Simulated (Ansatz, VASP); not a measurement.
TiSn7O16: VASP beside Ansatz

```xyz
24
Lattice="-4.7380 4.7380 3.1865 4.7380 -4.7380 3.1865 4.7380 4.7380 -3.1865" Properties=species:S:1:pos:R:3 pbc="T T T"
Ti    0.0000    0.0000    0.0000
Sn    0.0000    0.0000    3.1865
Sn    0.0000    4.7380    0.0000
Sn    4.7380    0.0000    0.0000
Sn    2.3690    2.3690    1.5933
Sn    2.3690    2.3690   -1.5933
Sn    2.3690   -2.3690    1.5933
Sn   -2.3690    2.3690    1.5933
O     1.4179    1.4179    0.0000
O     1.4401    1.4401    3.1865
O     1.4893    6.1427    0.0000
O     6.1427    1.4893    0.0000
O     0.9225    3.8155    1.5933
O     5.6605   -0.9225    1.5933
O     0.8991   -0.8991    1.5113
O     0.8991   -0.8991    4.8617
O     3.2979    3.2979    0.0000
O     3.3201    3.3201    3.1865
O    -1.4047    3.2487    3.1865
O     3.2487   -1.4047    3.1865
O     3.8155    0.9225    1.5933
O    -0.9225    5.6605    1.5933
O    -0.8991    0.8991    4.8617
O    -0.8991    0.8991    1.5113
```

Alike in both runs: functional PBE; k mesh 4 × 4 × 4; occupations fermi-dirac, width 0.01 eV; no spin polarisation.

Ansatz relaxed the structure, and its values are those at the end. VASP's run is a single point on that final structure, the one shown.

|  | VASP | Ansatz |
| --- | --- | --- |
| version | VASP 6.6.1 | Ansatz 0.2.0 |
| potentials or method | VASP PAW PBE potentials, release 64 (Ti_sv, Sn_d, O) | plane-wave PAW, scalar-relativistic |
| plane-wave cutoff (eV) | 520 | 420 |
| valence electrons in the cell | 206 | 206 |

```tsv
	VASP	Ansatz	Ansatz less VASP
gap on the k mesh at the Fermi level (eV)	1.62	1.63	+0.011
pressure (GPa)	7.2	6.6	-0.66
rms of the force components (eV/Å)	0.007	0.001	-0.0062
```

Ansatz's warnings: stress scf threshold loose.
